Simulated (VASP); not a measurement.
The system is V.

```
CELL_PARAMETERS angstrom
2.60429 0.00000 0.00000
-1.30215 2.25538 0.00000
0.00000 0.00000 4.72334
ATOMIC_POSITIONS crystal
V 0.33333 0.66667 0.25000
V 0.66667 0.33333 0.75000
```

Base run:

```yaml
Program: VASP 6.6.1
Functional: PBE
Potentials_or_basis: VASP PAW PBE potentials, release 64 (V_sv)
Cutoff: 520 eV
k_mesh: 10 × 10 × 5
Occupations: fermi-dirac, width 0.05 eV
Spin: collinear spin, ferromagnetic start
Starting_moments: "[1.5, 1.5] μB"
Fixed_moment: 3 μB
```

Its results: pressure 9.1 GPa; site moments V +1.27 μB.

Problem. The run is repeated on the same cell with these changes: fixed moment from 3 μB to 8 μB; moments at the start from [1.5, 1.5] to [4.0, 4.0]. What comes out?

Solution. Pressure 63.8 GPa; site moments V +3.29 μB.

Caveats: the total moment is fixed, so each spin has its own Fermi level.
